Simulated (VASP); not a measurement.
Wanted: the native input for a VASP 6.6.1 run.

```yaml
Task: single point
Functional: LDA
Potentials_or_basis: VASP PAW LDA potentials, release 64 (Ag)
Cutoff: 520 eV
k_mesh: 15 × 15 × 15
Occupations: fermi-dirac, width 0.05 eV
Spin: no spin polarisation
Dipole_correction: no
Further_INCAR_settings: ALGO = Normal; EDIFF = 1e-06; NBANDS = 12
```

The structure of Ag lies in POSCAR:

```
Ag
1.0
    0.0000000000      2.0013923787      2.0013923787
    2.0013923787      0.0000000000      2.0013923787
    2.0013923787      2.0013923787      0.0000000000
Ag
1
Direct
    0.0000000000      0.0000000000      0.0000000000
```

This cell differs from its parent crystal: volume scaled by 0.94.

The input as run:

INCAR

```
SYSTEM = Ag
PREC = Accurate
ENCUT = 520
EDIFF = 1E-6
ISMEAR = -1
SIGMA = 0.05
LREAL = .FALSE.
LASPH = .TRUE.
NELM = 80
ALGO = Normal
ISIF = 2
LWAVE = .FALSE.
LCHARG = .FALSE.
GGA = CA
NBANDS = 12
```

KPOINTS

```
regular mesh
0
G
  15 15 15
  0 0 0
```

Potentials or basis: VASP PAW LDA potentials, release 64 (Ag).

Launch:

```console
$ cat potpaw_LDA.64/Ag/POTCAR > POTCAR
$ mpirun -np 1 vasp_std > vasp.out
```

It gave:

The pressure is -0.2 GPa.

It took 23 s on 1 thread of Intel Xeon 8259CL, with other jobs on the host, peak memory 0.14 GiB.
